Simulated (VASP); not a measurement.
A run of VASP 6.6.1:

The input INCAR:

```
SYSTEM = Hf
ALGO     = Fast           ! electronic algorithm
EDIFF    = 1E-7           ! SCF threshold, eV
ENCUT    = 520            ! plane-wave cutoff, eV
GGA      = PE             ! functional
ISIF     = 2              ! what is computed and relaxed
ISMEAR   = 0              ! smearing method
LASPH    = .True.         ! aspherical terms in the spheres
LCHARG   = .False.        ! write CHGCAR
LREAL    = .False.        ! projectors in reciprocal space
LWAVE    = .False.        ! write WAVECAR
NBANDS   = 11             ! bands
NELM     = 80             ! most SCF steps
PREC     = Accurate       ! precision mode
SIGMA    = 0.1            ! smearing width, eV
```

The input KPOINTS:

```
k-points
0
Gamma
  8 8 8
  0 0 0
```

The input POSCAR:

```
Hf
1.0
    0.0000000000      2.2464239818      2.2464239818
    2.2464239818      0.0000000000      2.2464239818
    2.2464239818      2.2464239818      0.0000000000
Hf
1
Direct
    0.0000000000      0.0000000000      0.0000000000
```

Potentials or basis: VASP PAW PBE potentials, release 64 (Hf_pv).

Run with:

```sh
$ cat potpaw_PBE.64/Hf_pv/POTCAR > POTCAR
$ mpirun -np 1 vasp_std > vasp.out
```

Hardware: 1 thread of Intel Xeon 6975P-C (shared host).

Task: How long does it take, and how much memory?

Result: Run time: 7.1 s on 1 thread of Intel Xeon 6975P-C, with other jobs on the host, peak memory 0.14 GiB. Counts: scf iterations 16, k points 29.
